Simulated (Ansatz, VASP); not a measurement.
## SrO: VASP beside Ansatz

File POSCAR:

```
SrO
1.0
    0.0000000000      2.5538314126      2.5538314126
    2.5538314126      0.0000000000      2.5538314126
    2.5538314126      2.5538314126      0.0000000000
Sr O
1 1
Direct
    0.5000000000      0.5000000000      0.5000000000
    0.0000000000      0.0000000000      0.0000000000
```

INCAR.step1

```
PREC = Accurate
ENCUT = 520
ISMEAR = 0
SIGMA = 0.01
LREAL = False
LASPH = True
NELM = 80
NBANDS = 15
GGA = PE
ALGO = Normal
EDIFF = 1E-4
LWAVE = True
LCHARG = False
```

File INCAR.step2:

```
PREC = Accurate
ENCUT = 520
EDIFF = 1E-7
ISMEAR = 0
SIGMA = 0.01
LREAL = False
LASPH = True
NELM = 80
ALGO = Normal
ISIF = 2
LWAVE = False
LCHARG = False
METAGGA = R2SCAN
LMIXTAU = True
NBANDS = 15
ISTART = 1
```

The input KPOINTS:

```
Automatic mesh
0
Gamma
  8 8 8
```

Input for Ansatz:

```yaml
crystal:
  lattice:
    - [0.0, 2.5538314126, 2.5538314126]
    - [2.5538314126, 0.0, 2.5538314126]
    - [2.5538314126, 2.5538314126, 0.0]
  atoms:
    - { symbol: Sr, position: [0.5, 0.5, 0.5] }
    - { symbol: O, position: [0.0, 0.0, 0.0] }
kpoints:
  mp_grid: { grid: [8, 8, 8] }
hamiltonian:
  xc: r2scan
scf:
  occupations: { method: fixed }
  n_extra_bands: 4
output:
  forces: true
  stress: true
  eigenvalues: true
```

Alike in both runs: task single point; functional r2SCAN; k mesh 8 × 8 × 8; no spin polarisation.

|  | VASP | Ansatz |
| --- | --- | --- |
| version | VASP 6.6.1 | Ansatz 0.2.0 |
| potentials or method | VASP PAW PBE potentials, release 64 (Sr_sv, O) | plane waves, PAW |
| plane-wave cutoff (eV) | 520 | 500 |
| occupations | gaussian, width 0.01 eV | fixed |
| valence electrons in the cell | 16 | 16 |

```tsv
	VASP	Ansatz	Ansatz less VASP
gap on the k mesh at the Fermi level (eV)	3.73	3.79	+0.055
pressure (GPa)	3.7	3.1	-0.61
```

VASP's potentials were made for PBE, not for r2SCAN.
